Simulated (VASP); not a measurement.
# GaP (I-4m2) in VASP: a series of runs, part 2 of 2

VASP 6.6.1. Earlier steps stand in the parts before.

### 4 Single point, PBE (epitaxial xy strain +1.0%)

The input, INCAR:

```
  PREC = Accurate
  ENCUT = 520
  EDIFF = 1E-6
  ISMEAR = -1
  SIGMA = 0.02
  LREAL = F
  LASPH = T
  NELM = 80
  ALGO = Normal
  ISIF = 2
  LWAVE = F
  LCHARG = F
  GGA = PE
  NBANDS = 16
```

The input, KPOINTS:

```
regular mesh
0
Gamma
  8 8 8
```

The input, POSCAR:

```
GaP
1.0
    0.0000000000      2.7526532803      2.7026489945
    2.7526532803      0.0000000000      2.7026489945
    2.7526532803      2.7526532803      0.0000000000
Ga P
1 1
Direct
    0.0000000000      0.0000000000      0.0000000000
    0.2500000000      0.2500000000      0.2500000000
```

Command:

```sh
cat potpaw_PBE.64/Ga_d/POTCAR potpaw_PBE.64/P/POTCAR > POTCAR
mpirun -np 1 vasp_std > vasp.out
```

It took 23 s on 1 thread of AMD EPYC 9R45 (Zen 5), shared host; peak memory 0.16 GiB.

The run converged. Its results:

| Quantity | Value |
| --- | --- |
| Free energy | -9.1200 eV |
| Pressure | 1.4 GPa |
| Band gap on the k mesh | 1.48 eV, indirect (least direct gap 1.66 eV) |

Stress tensor (GPa, compression positive):
```
0.99 0.00 0.00
0.00 0.99 0.00
0.00 0.00 2.29
```

Levels at points of the mesh, in eV from the valence-band top:
```csv
k point,band 6,band 7,band 8,band 9,band 10,band 11,band 12,band 13
"(0.00, 0.00, 0.00)",-12.47,-0.10,-0.10,0.00,1.66,3.80,3.84,3.84
"(0.50, 0.00, 0.00)",-10.44,-6.63,-1.24,-1.09,1.56,4.59,4.74,8.20
"(0.50, 0.50, 0.00)",-9.51,-6.68,-2.79,-2.79,1.53,1.65,10.44,10.44
"(0.50, 0.00, 0.50)",-9.58,-6.80,-2.67,-2.66,1.66,1.83,10.42,10.43
```

Caveat: the cell differs from its parent crystal (epitaxial xy strain +1.0%).

### 5 Single point, r2SCAN, non-collinear spin, zero start, spin-orbit coupling (epitaxial xy strain -2.0%)

The input, POSCAR:

```
GaP
1.0
    0.0000000000      2.6708913017      2.7717586778
    2.6708913017      0.0000000000      2.7717586778
    2.6708913017      2.6708913017      0.0000000000
Ga P
1 1
Direct
    0.0000000000      0.0000000000      0.0000000000
    0.2500000000      0.2500000000      0.2500000000
```

The input, INCAR.step1:

```
ALGO     = Normal         # electronic algorithm
EDIFF    = 1E-4           # SCF threshold, eV
ENCUT    = 520            # plane-wave cutoff, eV
GGA      = PE             # functional
GGA_COMPAT= F            
ISMEAR   = 0              # smearing method
LASPH    = T              # aspherical terms in the spheres
LCHARG   = F              # write CHGCAR
LNONCOLLINEAR= T              # non-collinear magnetism
LREAL    = F              # projectors in reciprocal space
LSORBIT  = T              # spin-orbit coupling
LWAVE    = T              # write WAVECAR
MAGMOM   = 0 0 0 0 0 0    # initial moments
NBANDS   = 30             # bands
NELM     = 150            # most SCF steps
PREC     = Accurate       # precision mode
SIGMA    = 0.01           # smearing width, eV
```

The input, INCAR.step2:

```
ALGO     = Normal         # electronic algorithm
EDIFF    = 1E-6           # SCF threshold, eV
ENCUT    = 520            # plane-wave cutoff, eV
GGA_COMPAT= F            
ISIF     = 2              # what is computed and relaxed
ISMEAR   = 0              # smearing method
ISTART   = 1            
LASPH    = T              # aspherical terms in the spheres
LCHARG   = F              # write CHGCAR
LMIXTAU  = T            
LNONCOLLINEAR= T              # non-collinear magnetism
LORBIT   = 11             # projections on sites
LORBMOM  = T            
LREAL    = F              # projectors in reciprocal space
LSORBIT  = T              # spin-orbit coupling
LWAVE    = F              # write WAVECAR
MAGMOM   = 0 0 0 0 0 0    # initial moments
METAGGA  = R2SCAN         # meta-GGA
NBANDS   = 30             # bands
NELM     = 150            # most SCF steps
PREC     = Accurate       # precision mode
SIGMA    = 0.01           # smearing width, eV
```

The input, KPOINTS:

```
k-points
0
Gamma
  8 8 8
```

Potentials or basis: VASP PAW PBE potentials, release 64 (Ga_d, P).

Command:

```sh
cat potpaw_PBE.64/Ga_d/POTCAR potpaw_PBE.64/P/POTCAR > POTCAR
cp INCAR.step1 INCAR
mpirun -np 1 vasp_ncl > vasp.out
cp INCAR.step2 INCAR
mpirun -np 1 vasp_ncl > vasp.out
```

OUTCAR:

```text
EDIFF = 1E-6
   ENCUT = 520
   ISIF = 2
   ISMEAR = 0
   ISTART = 1
   LASPH = T
   LNONCOLLINEAR = T
   LORBIT = 11
   LREAL = F
   LSORBIT = T
   METAGGA = R2SCAN
   NELM = 150
   PREC = Accurate

 ion  position               nearest neighbor table
   1  0.000  0.000  0.000-   2 2.34   2 2.34   2 2.34   2 2.34
   2  0.250  0.250  0.250-   1 2.34   1 2.34   1 2.34   1 2.34

  LATTYP: Found a body centered tetragonal cell.
 ALAT       =     3.7772107025
 C/A-ratio  =     1.4676219550

  Lattice vectors:

 A1 = (  -2.6708913017,   0.0000000000,   2.7717586778)
 A2 = (   2.6708913017,   0.0000000000,   2.7717586778)
 A3 = (   0.0000000000,   2.6708913017,  -2.7717586778)

Analysis of symmetry for initial positions (statically):
=====================================================================
 Subroutine PRICEL returns:
 Original cell was already a primitive cell.

 Routine SETGRP: Setting up the symmetry group for a
 body centered tetragonal supercell.

 Subroutine GETGRP returns: Found  8 space group operations
 (whereof  8 operations were pure point group operations)
 out of a pool of 16 trial point group operations.

The static configuration has the point symmetry D_2d.

Analysis of symmetry for dynamics (positions and initial velocities):
=====================================================================
 Subroutine PRICEL returns:
 Original cell was already a primitive cell.

 Routine SETGRP: Setting up the symmetry group for a
 body centered tetragonal supercell.

 Subroutine GETGRP returns: Found  8 space group operations
 (whereof  8 operations were pure point group operations)
 out of a pool of 16 trial point group operations.

The dynamic configuration has the point symmetry D_2d.

Analysis of structural, dynamic, and magnetic symmetry:
=====================================================================
 Subroutine PRICEL returns:
 Original cell was already a primitive cell.

[... 1001 lines left out ...]
 # of ion     p       d       tot
 ----------------------------------------
  1        -0.000  -0.000  -0.000
  2         0.000   0.000   0.000
 ----------------------------------------
           -0.000  -0.000  -0.000

 orbital moment (z)

 # of ion     p       d       tot
 ----------------------------------------
  1         0.000   0.000   0.000
  2         0.000   0.000   0.000
 ----------------------------------------
            0.000   0.000   0.000

 Spin-Orbit-Coupling matrix elements

 Ion:    1  E_soc:     -0.0113807
 l=   1
     0.0000000    -0.0010680    -0.0010664
    -0.0010680     0.0000000    -0.0010680
    -0.0010664    -0.0010680     0.0000000
 l=   2
     0.0000000    -0.0001691     0.0000000    -0.0001691    -0.0006602
    -0.0001691     0.0000000    -0.0004951    -0.0001695    -0.0001649
     0.0000000    -0.0004951     0.0000000    -0.0004951     0.0000000
    -0.0001691    -0.0001695    -0.0004951     0.0000000    -0.0001649
    -0.0006602    -0.0001649     0.0000000    -0.0001649     0.0000000
 l=   3
     0.0000000     0.0000000     0.0000000     0.0000000     0.0000000     0.0000000     0.0000000
     0.0000000     0.0000000     0.0000000     0.0000000     0.0000000     0.0000000     0.0000000
     0.0000000     0.0000000     0.0000000     0.0000000     0.0000000     0.0000000     0.0000000
     0.0000000     0.0000000     0.0000000     0.0000000     0.0000000     0.0000000     0.0000000
     0.0000000     0.0000000     0.0000000     0.0000000     0.0000000     0.0000000     0.0000000
     0.0000000     0.0000000     0.0000000     0.0000000     0.0000000     0.0000000     0.0000000
     0.0000000     0.0000000     0.0000000     0.0000000     0.0000000     0.0000000     0.0000000

 Ion:    2  E_soc:     -0.0008315
 l=   1
     0.0000000    -0.0001376    -0.0001406
    -0.0001376     0.0000000    -0.0001376
    -0.0001406    -0.0001376     0.0000000
 l=   2
     0.0000000     0.0000000     0.0000000     0.0000000     0.0000000
     0.0000000     0.0000000     0.0000000     0.0000000     0.0000000
     0.0000000     0.0000000     0.0000000     0.0000000     0.0000000
     0.0000000     0.0000000     0.0000000     0.0000000     0.0000000
     0.0000000     0.0000000     0.0000000     0.0000000     0.0000000
 l=   3
     0.0000000     0.0000000     0.0000000     0.0000000     0.0000000     0.0000000     0.0000000
     0.0000000     0.0000000     0.0000000     0.0000000     0.0000000     0.0000000     0.0000000
     0.0000000     0.0000000     0.0000000     0.0000000     0.0000000     0.0000000     0.0000000
     0.0000000     0.0000000     0.0000000     0.0000000     0.0000000     0.0000000     0.0000000
     0.0000000     0.0000000     0.0000000     0.0000000     0.0000000     0.0000000     0.0000000
     0.0000000     0.0000000     0.0000000     0.0000000     0.0000000     0.0000000     0.0000000
     0.0000000     0.0000000     0.0000000     0.0000000     0.0000000     0.0000000     0.0000000

 total charge

# of ion       s       p       d       tot
------------------------------------------
    1        0.834   0.872  10.023  11.729
    2        1.008   1.556   0.000   2.564
--------------------------------------------------
tot          1.842   2.428  10.023  14.293

 magnetization (x)

# of ion       s       p       d       tot
------------------------------------------
    1        0.000   0.000   0.000   0.000
    2        0.000   0.000   0.000   0.000
--------------------------------------------------
tot          0.000   0.000   0.000   0.000

 magnetization (y)

# of ion       s       p       d       tot
------------------------------------------
    1        0.000   0.000   0.000   0.000
    2        0.000   0.000   0.000   0.000
--------------------------------------------------
tot          0.000   0.000   0.000   0.000

 magnetization (z)

# of ion       s       p       d       tot
------------------------------------------
    1        0.000   0.000  -0.000   0.000
    2        0.000  -0.000   0.000  -0.000
--------------------------------------------------
tot          0.000   0.000  -0.000   0.000
```

OUTCAR.step1:

```text
EDIFF = 1E-4
   ENCUT = 520
   GGA = PE
   ISMEAR = 0
   LASPH = T
   LNONCOLLINEAR = T
   LREAL = F
   LSORBIT = T
[... 1077 lines left out ...]
     0.0000000     0.0000000     0.0000000     0.0000000     0.0000000     0.0000000     0.0000000
     0.0000000     0.0000000     0.0000000     0.0000000     0.0000000     0.0000000     0.0000000
     0.0000000     0.0000000     0.0000000     0.0000000     0.0000000     0.0000000     0.0000000
     0.0000000     0.0000000     0.0000000     0.0000000     0.0000000     0.0000000     0.0000000
     0.0000000     0.0000000     0.0000000     0.0000000     0.0000000     0.0000000     0.0000000
     0.0000000     0.0000000     0.0000000     0.0000000     0.0000000     0.0000000     0.0000000

=======================================================================

 ========================================================
```

It took 11 min on 1 thread of Intel Xeon 6975P-C (Granite Rapids), shared host; peak memory 0.4 GiB.

Results:

* Free energy: -21.4529 eV
* Pressure: 2.1 GPa
* Net moment: 0.00 μB per cell
* Valence electrons inside the program's atomic spheres: Ga 11.73; P 2.56

Stress tensor (GPa, compression positive):
```
 3.15  0.00  0.00
 0.00  3.15  0.00
 0.00  0.00 -0.13
```

Moments on the atoms (μB; x, y, z):
```
Ga  0.00 0.00 0.00
P   0.00 0.00 0.00
```

Caveat: the cell differs from its parent crystal (epitaxial xy strain -2.0%); the PAW data sets were made with another functional, which shifts forces and pressure a little.

### 6 Summary

| level | spin | cell | smearing | gap on the mesh (eV) | pressure (GPa) |
| --- | --- | --- | --- | --- | --- |
| PBE | off | a = 3.849, b = 3.849, c = 3.777 Å, angles 60.6, 60.6, 58.8°, 2 atoms | fermi-dirac 0.02 eV | 1.42 | 4.6 |
| PBE | off | a = 3.852, b = 3.852, c = 3.816 Å, angles 60.3, 60.3, 59.4°, 2 atoms | fermi-dirac 0.02 eV | 1.53 | 3.4 |
| PBE | off | a = 3.858, b = 3.858, c = 3.893 Å, angles 59.7, 59.7, 60.6°, 2 atoms | fermi-dirac 0.02 eV | 1.48 | 1.4 |
| r2SCAN | non-collinear, zero start, SOC | a = 3.849, b = 3.849, c = 3.777 Å, angles 60.6, 60.6, 58.8°, 2 atoms | gaussian 0.01 eV | - | 2.1 |

Alike in all rows: task single point; potentials or basis VASP PAW PBE potentials, release 64 (Ga_d, P); k mesh 8 × 8 × 8; cutoff (eV) 520.

Caveats: the PAW data sets were made with another functional, which shifts forces and pressure a little (some runs).

Total energies depend on the potentials used, so only differences within one code and one set of settings carry meaning.
